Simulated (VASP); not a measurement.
# W in VASP: single point with LDA

Aim: the single point of W with LDA.

All numbers are computed with VASP 6.6.1; they aren't measurements. Logs are shortened: lines on timing, memory, paths and dates and some standing lists are left out, and cuts for length are marked.

**1. The cell of the first run**

The cell holds a slab with vacuum, 3 atoms: a = 2.809 Å, b = 2.809 Å, c = 20.114 Å, α = 90.00°, β = 90.00°, γ = 120.00°.

**2. Single point, LDA**

The input, INCAR:

```
SYSTEM = W
ALGO     = Normal         ! electronic algorithm
DIPOL    = 0.5 0.5 0.314
EDIFF    = 1E-6           ! SCF threshold, eV
ENCUT    = 400            ! plane-wave cutoff, eV
GGA      = CA             ! functional
GGA_COMPAT= .FALSE.      
IDIPOL   = 3            
ISIF     = 2              ! what is computed and relaxed
ISMEAR   = 0              ! smearing method
LASPH    = .TRUE.         ! aspherical terms in the spheres
LCHARG   = .FALSE.        ! write CHGCAR
LDIPOL   = .TRUE.       
LREAL    = .FALSE.        ! projectors in reciprocal space
LWAVE    = .FALSE.        ! write WAVECAR
NBANDS   = 28             ! bands
NELM     = 120            ! most SCF steps
NELMDL   = -8           
PREC     = Accurate       ! precision mode
SIGMA    = 0.1            ! smearing width, eV
```

The input, KPOINTS:

```
k-points
0
G
  12 12 1
  0 0 0
```

The input, POSCAR:

```
W
1.0
    2.8090103839      0.0000000000      0.0000000000
   -1.4045051920      2.4326743520      0.0000000000
    0.0000000000      0.0000000000     20.1144288635
W
3
Direct
    0.6666666667      0.3333333333      0.1988622211
    0.3333333333      0.6666666667      0.3135698338
    0.0000000000      0.0000000000      0.4282711143
```

Potentials or basis: VASP PAW LDA potentials, release 64 (W_sv).

On the command line:

```sh
> cat potpaw_LDA.64/W_sv/POTCAR > POTCAR
> mpirun -np 1 vasp_std > vasp.out
```

OUTCAR:

```text
SYSTEM = W
   EDIFF = 1E-6
   ENCUT = 400
   GGA = CA
   ISIF = 2
   ISMEAR = 0
   LASPH = .TRUE.
   LREAL = .FALSE.
   NELM = 120
   NELMDL = -8
   PREC = Accurate

 ion  position               nearest neighbor table
   1  0.667  0.333  0.199-   2 2.82   2 2.82   2 2.82
   2  0.333  0.667  0.314-   3 2.82   3 2.82   3 2.82   1 2.82   1 2.82   1 2.82
   3  0.000  0.000  0.428-   2 2.82   2 2.82   2 2.82

  LATTYP: Found a hexagonal cell.
 ALAT       =     2.8090103839
 C/A-ratio  =     7.1606815620

  Lattice vectors:

 A1 = (   2.8090103839,   0.0000000000,   0.0000000000)
 A2 = (  -1.4045051920,   2.4326743520,   0.0000000000)
 A3 = (   0.0000000000,   0.0000000000,  20.1144288635)

Analysis of symmetry for initial positions (statically):
=====================================================================
 Subroutine PRICEL returns:
 Original cell was already a primitive cell.

 Routine SETGRP: Setting up the symmetry group for a
 hexagonal supercell.

 Subroutine GETGRP returns: Found 12 space group operations
 (whereof  6 operations were pure point group operations)
 out of a pool of 24 trial point group operations.

The static configuration has the point symmetry C_3v.
 The point group associated with its full space group is D_3d.

Analysis of symmetry for dynamics (positions and initial velocities):
=====================================================================
 Subroutine PRICEL returns:
 Original cell was already a primitive cell.

 Routine SETGRP: Setting up the symmetry group for a
 hexagonal supercell.

 Subroutine GETGRP returns: Found 12 space group operations
 (whereof  6 operations were pure point group operations)
 out of a pool of 24 trial point group operations.

The dynamic configuration has the point symmetry C_3v.
 The point group associated with its full space group is D_3d.

 Subroutine INISYM returns: Found 12 space group operations
 (whereof  6 operations are pure point group operations),
 and found     1 'primitive' translations

----------------------------------------------------------------------------------------

                                     Primitive cell

  volume of cell :     137.4501

  direct lattice vectors                    reciprocal lattice vectors
     2.809010384  0.000000000  0.000000000     0.355997260  0.205535114  0.000000000
    -1.404505192  2.432674352  0.000000000     0.000000000  0.411070228  0.000000000
     0.000000000  0.000000000 20.114428863     0.000000000  0.000000000  0.049715555

  length of vectors
     2.809010384  2.809010384 20.114428863     0.411070228  0.411070228  0.049715555

  position of ions in fractional coordinates (direct lattice)
     0.666666667  0.333333333  0.198862221
     0.333333333  0.666666667  0.313569834
     0.000000000  0.000000000  0.428271114

  ion indices of the primitive-cell ions
   primitive index   ion index
                 1           1
                 2           2
                 3           3

----------------------------------------------------------------------------------------

 KPOINTS: k-points

Automatic generation of k-mesh.
 Grid dimensions read from file:
 generate k-points for:   12   12    1

 Generating k-lattice:

  Cartesian coordinates                     Fractional coordinates (reciprocal lattice)
     0.029666438  0.017127926  0.000000000     0.083333333 -0.000000000  0.000000000
     0.000000000  0.034255852  0.000000000     0.000000000  0.083333333  0.000000000
     0.000000000  0.000000000  0.049715555     0.000000000  0.000000000  1.000000000

  Length of vectors
     0.034255852  0.034255852  0.049715555

  Shift w.r.t. Gamma in fractional coordinates (k-lattice)
     0.000000000  0.000000000  0.000000000

 Subroutine IBZKPT returns following result:
 ===========================================

 Found     19 irreducible k-points:

 Following reciprocal coordinates:
            Coordinates               Weight
  0.000000  0.000000  0.000000      1.000000
  0.083333  0.000000  0.000000      6.000000
  0.166667  0.000000  0.000000      6.000000
  0.250000  0.000000  0.000000      6.000000
  0.333333  0.000000  0.000000      6.000000
  0.416667  0.000000  0.000000      6.000000
[... 11 lines left out ...]
  0.333333  0.250000  0.000000     12.000000
  0.333333  0.333333  0.000000      2.000000
   k-points           NKPTS =     19   k-points in BZ     NKDIM =     19   number of bands    NBANDS=     28
   number of dos      NEDOS =    301   number of ions     NIONS =      3
   total plane-waves  NPLWV =  45360
   dimension x,y,z NGX =    18 NGY =   18 NGZ =  140
   dimension x,y,z NGXF=    36 NGYF=   36 NGZF=  280
   ions per type =               3
   NGX,Y,Z   is equivalent  to a cutoff of  10.65, 10.65, 11.57 a.u.
   NGXF,Y,Z  is equivalent  to a cutoff of  21.31, 21.31, 23.14 a.u.
 SYSTEM =  W
   PREC   = accura    normal or accurate (medium, high low for compatibility)
   ISTART =      0    job   : 0-new  1-cont  2-samecut
   ICHARG =      2    charge: 1-file 2-atom 10-const
   ISPIN  =      1    spin polarized calculation?
   LNONCOLLINEAR =      F non collinear calculations
   LSORBIT =      F    spin-orbit coupling
   LASPH  =      T    aspherical Exc in radial PAW
   ENCUT  =  400.0 eV  29.40 Ry    5.42 a.u.   4.58  4.58 32.80*2*pi/ulx,y,z
   NELM   =    120;   NELMIN=  2; NELMDL= -8     # of ELM steps
   EDIFF  = 0.1E-05   stopping-criterion for ELM
   LREAL  =      F    real-space projection
   EDIFFG = 0.1E-04   stopping-criterion for IOM
   NSW    =      0    number of steps for IOM
   IBRION =     -1    ionic relax: 0-MD 1-quasi-New 2-CG
   NFREE  =      0    steps in history (QN), initial steepest desc. (CG)
   ISIF   =      2    stress and relaxation
   ISYM   =      2    0-nonsym 1-usesym 2-fastsym
   POTIM  = 0.5000    time-step for ionic-motion
   TEBEG  =    0.0;   TEEND  =   0.0 temperature during run
   PSTRESS=    0.0 pullay stress
   NELECT =      42.0000    total number of electrons
   NUPDOWN=      -1.0000    fix difference up-down
   EMIN   =  10.00;   EMAX   =-10.00  energy-range for DOS
   EFERMI =   0.00;   METHOD = LEGACY
   ISMEAR =     0;   SIGMA  =   0.10  broadening in eV -4-tet -1-fermi 0-gaus
   EFERMI_NEDOS =   21; number of points for ismear=-14 and -15
   IALGO  =     38    algorithm
   IMIX   =      4    mixing-type and parameters
     AMIX     =   0.40;   BMIX     =  1.00
     AMIX_MAG =   1.60;   BMIX_MAG =  1.00
  volume/ion in A,a.u.               =      45.82       309.19
  Fermi-wavevector in a.u.,A,eV,Ry     =   1.102663  2.083731 16.542866  1.215866
  Thomas-Fermi vector in A             =   2.239110
   LORBIT       =      0    0 simple, 1 ext, 2 COOP (PROOUT), +10 PAW based schemes
   GGA     = CA    functional components
   LHFCALC =     F    Hartree Fock is set to
   AEXX    =    0.0000 exact exchange contribution
   IVDW    =     0    specifies the selected vdW correction
   LEPSILON=     F    determine dielectric tensor
   LRPA    =     F    only Hartree local field effects (RPA)
 non-spin polarized calculation
 Gauss-broadening in eV      SIGMA  =   0.10
  energy-cutoff  :      400.00
  volume of cell :      137.45
 maximum number of plane-waves:      2530
   NGX =  9   NGY =  9   NGZ = 65

 dipolmoment           0.000000      0.000000      0.000215 electrons x Angstroem

 number of electron      42.0000003 magnetization

 dipolmoment           0.000000      0.000000     -0.000620 electrons x Angstroem

 Free energy of the ion-electron system (eV)
  ---------------------------------------------------
  ext. energy  EPLUGINS =         0.00000000
  ---------------------------------------------------
  free energy    TOTEN  =       -38.26709622 eV

  energy without entropy =      -38.24738528  energy(sigma->0) =      -38.25724075

 E-fermi :   0.4929     XC(G=0):  -5.8626

 val. band max:        0.4817421502   @ k =   0.0000   0.0000   0.0000
 cond. band min:       0.5023553855   @ k =   0.3333   0.0000   0.0000
 fundamental gap:      0.0206132352
 Fermi energy:         0.4928953513

 k-point     1 :       0.0000    0.0000    0.0000
  band No.  band energies     occupation
      1     -72.8105      2.00000
      2     -72.7395      2.00000
      3     -72.7083      2.00000
      4     -37.7897      2.00000
      5     -37.3440      2.00000
      6     -36.8660      2.00000
[... 20 lines left out ...]
     27       2.9343      0.00000
     28       3.4833      0.00000

 k-point     2 :       0.0833    0.0000    0.0000
  band No.  band energies     occupation
      1     -72.8034      2.00000
      2     -72.7337      2.00000
      3     -72.7035      2.00000
      4     -37.7684      2.00000
      5     -37.3429      2.00000
      6     -36.8832      2.00000
[... 20 lines left out ...]
     27       2.7122      0.00000
     28       3.5409      0.00000

 k-point     3 :       0.1667    0.0000    0.0000
  band No.  band energies     occupation
      1     -72.7837      2.00000
      2     -72.7179      2.00000
      3     -72.6907      2.00000
      4     -37.7102      2.00000
      5     -37.3565      2.00000
      6     -37.0101      2.00000
[... 20 lines left out ...]
     27       2.4680      0.00000
     28       3.5360      0.00000

 k-point     4 :       0.2500    0.0000    0.0000
  band No.  band energies     occupation
      1     -72.7562      2.00000
      2     -72.6965      2.00000
      3     -72.6734      2.00000
      4     -37.6364      2.00000
      5     -37.4568      2.00000
      6     -37.1833      2.00000
[... 423 lines left out ...]
     27       5.3433      0.00000
     28       7.0884      0.00000

 k-point    18 :       0.3333    0.2500    0.0000
  band No.  band energies     occupation
      1     -72.6859      2.00000
      2     -72.6494      2.00000
      3     -72.6333      2.00000
      4     -37.7060      2.00000
      5     -37.5770      2.00000
      6     -37.4760      2.00000
[... 20 lines left out ...]
     27       5.0848      0.00000
     28       7.9932      0.00000

 k-point    19 :       0.3333    0.3333    0.0000
  band No.  band energies     occupation
      1     -72.6814      2.00000
      2     -72.6473      2.00000
      3     -72.6310      2.00000
      4     -37.5914      2.00000
      5     -37.5905      2.00000
      6     -37.5172      2.00000
[... 20 lines left out ...]
     27       4.7961      0.00000
     28       8.0453      0.00000

------------------------ aborting loop because EDIFF is reached ----------------------------------------

 vacuum level on the upper side and lower side of the slab       (xc-potential included)        -0.129        -0.114

  FORCE on cell =-STRESS in cart. coord.  units (eV):
  Direction    XX          YY          ZZ          XY          YZ          ZX
  --------------------------------------------------------------------------------------
  -------------------------------------------------------------------------------------
  Total       -7.0902684     -7.0902684      0.2765692      0.0000000      0.0000000     -0.0000000
  in kB      -82.6472160    -82.6472160      3.2238097      0.0000000      0.0000000     -0.0000000
  external PRESSURE =     -54.0235408 kB  Pullay stress =       0.0000000 kB

 VOLUME and BASIS-vectors are now :
 -----------------------------------------------------------------------------
  energy-cutoff  :      400.00
  volume of cell :      137.45
      direct lattice vectors                 reciprocal lattice vectors
     2.809010384  0.000000000  0.000000000     0.355997260  0.205535114  0.000000000
    -1.404505192  2.432674352  0.000000000     0.000000000  0.411070228  0.000000000
     0.000000000  0.000000000 20.114428863     0.000000000  0.000000000  0.049715555

 POSITION                                       TOTAL-FORCE (eV/Angst)
 -----------------------------------------------------------------------------------
      1.40451      0.81089      4.00000         0.000000     -0.000000     -0.067976
     -0.00000      1.62178      6.30728        -0.000000      0.000000      0.000000
      0.00000      0.00000      8.61443         0.000000      0.000000      0.067976
 -----------------------------------------------------------------------------------
    total drift:                                0.000000      0.000000     -0.163276

  FREE ENERGIE OF THE ION-ELECTRON SYSTEM (eV)
  ---------------------------------------------------
  free  energy   TOTEN  =       -38.2670962153 eV

  energy  without entropy=      -38.2473852789  energy(sigma->0) =      -38.25724075

 vacuum level on the upper side and lower side of the slab         5.569         5.586
```

Run time: 80 s. Hardware: 1 thread of Intel Xeon Platinum 8375C at 2.90GHz (Ice Lake), shared host; peak memory 0.18 GiB.

Results:

```
Free energy            : -38.2671 eV
Largest force          : 0.068 eV/Å
Band gap on the k mesh : zero (band 21 reaches 1.43 eV, above the bottom of band 22 at -0.29 eV)
```

Forces on the atoms (eV/Å):
```
W    0.000  0.000 -0.068
W    0.000  0.000  0.000
W    0.000  0.000  0.068
```

Caveat: spin-orbit coupling is left out, which moves the levels of the heavy elements.
